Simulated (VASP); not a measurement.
# ScAs4 (I4/mmm) in VASP: further runs, part 2 of 2

VASP 6.6.1.

## 4. Single point, PBE

This run uses another cell than the first one, of 23.56 Å³/atom.

File INCAR:

```
PREC = Accurate
ENCUT = 500
EDIFF = 1E-6
ISMEAR = 0
SIGMA = 0.1
LREAL = False
LASPH = True
NELM = 120
ALGO = Normal
ISIF = 2
LWAVE = False
LCHARG = False
GGA = PE
NBANDS = 24
GGA_COMPAT = False
```

File KPOINTS:

```
Automatic mesh
0
Gamma
  12 12 12
```

File POSCAR:

```
ScAs4
1.0
   -4.2636528525      4.2636528525      1.6201325335
    4.2636528525     -4.2636528525      1.6201325335
    4.2636528525      4.2636528525     -1.6201325335
Sc As
1 4
Direct
    0.5000000000      0.5000000000      0.0000000000
    0.5000000000      0.8172179956      0.3172179956
    0.5000000000      0.1827820044      0.6827820044
    0.8172179956      0.5000000000      0.3172179956
    0.1827820044      0.5000000000      0.6827820044
```

Potentials or basis: VASP PAW PBE potentials, release 64 (Sc_sv, As).

The run is started by

```bash
$ cat potpaw_PBE.64/Sc_sv/POTCAR potpaw_PBE.64/As/POTCAR > POTCAR
$ mpirun -np 1 vasp_std > vasp.out
```

OUTCAR:

```text
PREC = Accurate
   ENCUT = 500
   EDIFF = 1E-6
   ISMEAR = 0
   LREAL = False
   LASPH = True
   NELM = 120
   ISIF = 2
   GGA = PE

 ion  position               nearest neighbor table
   1  0.500  0.500  0.000-   2 2.71   3 2.71   4 2.71   5 2.71
   2  0.500  0.817  0.317-   1 2.71   4 2.74   5 2.74   5 2.74   4 2.74
   3  0.500  0.183  0.683-   1 2.71   5 2.74   4 2.74   5 2.74   4 2.74
   4  0.817  0.500  0.317-   1 2.71   2 2.74   3 2.74   3 2.74   2 2.74
   5  0.183  0.500  0.683-   1 2.71   3 2.74   2 2.74   3 2.74   2 2.74

  LATTYP: Found a body centered tetragonal cell.
 ALAT       =     8.5273057050
 C/A-ratio  =     0.3799869712

  Lattice vectors:

 A1 = (  -4.2636528525,   4.2636528525,   1.6201325335)
 A2 = (   4.2636528525,  -4.2636528525,   1.6201325335)
 A3 = (   4.2636528525,   4.2636528525,  -1.6201325335)

Analysis of symmetry for initial positions (statically):
=====================================================================
 Subroutine PRICEL returns:
 Original cell was already a primitive cell.

 Routine SETGRP: Setting up the symmetry group for a
 body centered tetragonal supercell.

 Subroutine GETGRP returns: Found 16 space group operations
 (whereof 16 operations were pure point group operations)
 out of a pool of 16 trial point group operations.

The static configuration has the point symmetry D_4h.

Analysis of symmetry for dynamics (positions and initial velocities):
=====================================================================
 Subroutine PRICEL returns:
 Original cell was already a primitive cell.

 Routine SETGRP: Setting up the symmetry group for a
 body centered tetragonal supercell.

 Subroutine GETGRP returns: Found 16 space group operations
 (whereof 16 operations were pure point group operations)
[... 119 lines left out ...]
   NELECT =      31.0000    total number of electrons
   NUPDOWN=      -1.0000    fix difference up-down
   EMIN   =  10.00;   EMAX   =-10.00  energy-range for DOS
   EFERMI =   0.00;   METHOD = LEGACY
   ISMEAR =     0;   SIGMA  =   0.10  broadening in eV -4-tet -1-fermi 0-gaus
   EFERMI_NEDOS =   21; number of points for ismear=-14 and -15
   IALGO  =     38    algorithm
   IMIX   =      4    mixing-type and parameters
     AMIX     =   0.40;   BMIX     =  1.00
     AMIX_MAG =   1.60;   BMIX_MAG =  1.00
  volume/ion in A,a.u.               =      23.56       159.00
  Fermi-wavevector in a.u.,A,eV,Ry     =   1.049069  1.982453 14.973830  1.100545
  Thomas-Fermi vector in A             =   2.184016
   LORBIT       =      0    0 simple, 1 ext, 2 COOP (PROOUT), +10 PAW based schemes
   GGA     = PE    functional components
   LHFCALC =     F    Hartree Fock is set to
   AEXX    =    0.0000 exact exchange contribution
   IVDW    =     0    specifies the selected vdW correction
   LEPSILON=     F    determine dielectric tensor
   LRPA    =     F    only Hartree local field effects (RPA)
 non-spin polarized calculation
 Gauss-broadening in eV      SIGMA  =   0.10
  energy-cutoff  :      500.00
  volume of cell :      117.81
 maximum number of plane-waves:      3017
 NGX is ok and might be reduce to    48
   NGX = 23   NGY = 23   NGZ = 23

 number of electron      31.0000002 magnetization

 Free energy of the ion-electron system (eV)
  ---------------------------------------------------
  ext. energy  EPLUGINS =         0.00000000
  ---------------------------------------------------
  free energy    TOTEN  =       -23.90586061 eV

  energy without entropy =      -23.88418963  energy(sigma->0) =      -23.89502512

 E-fermi :   4.2765     XC(G=0):  -9.6136

 val. band max:        4.2763799063   @ k =  -0.2500  -0.2500   0.2500
 cond. band min:       4.2771118501   @ k =   0.3333   0.3333   0.0833
 fundamental gap:      0.0007319438
 Fermi energy:         4.2764656786

 k-point     1 :       0.0000    0.0000    0.0000
  band No.  band energies     occupation
      1     -45.3234      2.00000
      2     -23.9747      2.00000
      3     -23.9747      2.00000
      4     -23.9024      2.00000
      5     -10.0688      2.00000
      6      -6.8188      2.00000
[... 637 lines left out ...]
     23       7.3371      0.00000
     24       7.9272      0.00000

 [... further k-points ...]
[... 5 lines left out ...]
  --------------------------------------------------------------------------------------
  -------------------------------------------------------------------------------------
  Total        0.1050351      0.1050351      0.0534982      0.0000000     -0.0000000      0.0000000
  in kB        1.4284684      1.4284684      0.7275718      0.0000000     -0.0000000      0.0000000
  external PRESSURE =       1.1948362 kB  Pullay stress =       0.0000000 kB

 VOLUME and BASIS-vectors are now :
 -----------------------------------------------------------------------------
  energy-cutoff  :      500.00
  volume of cell :      117.81
      direct lattice vectors                 reciprocal lattice vectors
    -4.263652852  4.263652852  1.620132534     0.000000000  0.117270335  0.308616727
     4.263652852 -4.263652852  1.620132534     0.117270335  0.000000000  0.308616727
     4.263652852  4.263652852 -1.620132534     0.117270335  0.117270335  0.000000000

 POSITION                                       TOTAL-FORCE (eV/Angst)
 -----------------------------------------------------------------------------------
      0.00000      0.00000      1.62013         0.000000     -0.000000      0.000000
      2.70501      0.00000      1.62013        -0.003617     -0.000000     -0.000000
      1.55864      4.26365      0.00000         0.003617      0.000000      0.000000
      0.00000      2.70501      1.62013        -0.000000     -0.003617     -0.000000
      4.26365      1.55864      0.00000         0.000000      0.003617      0.000000
 -----------------------------------------------------------------------------------
    total drift:                                0.000000     -0.000000      0.000000

  FREE ENERGIE OF THE ION-ELECTRON SYSTEM (eV)
  ---------------------------------------------------
  free  energy   TOTEN  =       -23.9058606097 eV

  energy  without entropy=      -23.8841896342  energy(sigma->0) =      -23.89502512
```

OSZICAR:

```text
N       E                     dE             d eps       ncg     rms          rms(c)
DAV:   1     0.241995220441E+03    0.24200E+03   -0.12752E+04  8032   0.109E+03
DAV:   2    -0.157532987303E+01   -0.24357E+03   -0.23326E+03  7976   0.307E+02
DAV:   3    -0.240415130803E+02   -0.22466E+02   -0.20772E+02 11704   0.864E+01
DAV:   4    -0.249262299923E+02   -0.88472E+00   -0.87267E+00  9872   0.175E+01
DAV:   5    -0.249547073112E+02   -0.28477E-01   -0.28443E-01 10952   0.348E+00    0.731E+00
DAV:   6    -0.243593336497E+02    0.59537E+00   -0.66663E+00 11928   0.189E+01    0.429E+00
DAV:   7    -0.239723381828E+02    0.38700E+00   -0.25982E+00 12424   0.127E+01    0.274E+00
DAV:   8    -0.239374512055E+02    0.34887E-01   -0.61598E-01 11904   0.641E+00    0.119E+00
DAV:   9    -0.239067552031E+02    0.30696E-01   -0.16006E-01 11816   0.342E+00    0.262E-01
DAV:  10    -0.239057559968E+02    0.99921E-03   -0.68317E-03 11880   0.529E-01    0.741E-02
DAV:  11    -0.239058497271E+02   -0.93730E-04   -0.37794E-04 11656   0.128E-01    0.329E-02
DAV:  12    -0.239058570978E+02   -0.73707E-05   -0.26042E-05 10080   0.325E-02    0.116E-02
DAV:  13    -0.239058611174E+02   -0.40196E-05   -0.16712E-05 11992   0.321E-02    0.517E-03
DAV:  14    -0.239058606097E+02    0.50777E-06   -0.28926E-06  9440   0.140E-02
   1 F= -.23905861E+02 E0= -.23895025E+02  d E =-.216710E-01
```

stdout:

```text
POSCAR found type information on POSCAR ScAs
 POSCAR found :  2 types and       5 ions
 scaLAPACK will be used
 LDA part: xc-table for (Slater+PW92), standard interpolation
 POSCAR, INCAR and KPOINTS ok, starting setup
 FFT: planning ... GRIDC
 FFT: planning ... GRID_SOFT
 FFT: planning ... GRID
 WAVECAR not read
 entering main loop
```

Run time: 4.8 min. Hardware: 1 thread of Intel Xeon 6975P-C (Granite Rapids), shared host; peak memory 0.58 GiB.

Results:

```yaml
Free_energy: -23.9059 eV
Pressure: 0.1 GPa
Largest_force: 0.004 eV/Å
Band_gap_on_the_k_mesh: zero (an odd number of electrons rules out a gap without spin polarisation)
```

Forces on the atoms (eV/Å):
```
Sc   0.000  0.000  0.000
As  -0.004  0.000  0.000
As   0.004  0.000  0.000
As   0.000 -0.004  0.000
As   0.000  0.004  0.000
```

## 5. Overview

```tsv
spin	cell	k mesh	gap on the mesh (eV)	pressure (GPa)	largest force (eV/Å)
collinear	a = 5.956 Å, angles 98.0, 98.0, 136.2°, 5 atoms, atomic positions A	4 × 4 × 4	none	0.1	0.05
off	a = 6.246 Å, angles 93.8, 93.8, 150.1°, 5 atoms, atomic positions B	10 × 10 × 10	none	0.1	0.01
off	a = 6.244 Å, angles 93.9, 93.9, 149.9°, 5 atoms, atomic positions B	12 × 12 × 12	none	0.1	-
```

Alike in all rows: task single point; level PBE; potentials or basis VASP PAW PBE potentials, release 64 (Sc_sv, As); cutoff (eV) 500; smearing gaussian 0.1 eV.

Caveats: some runs use coarse meshes.

Absolute energies hang on the potentials; compare differences alone.
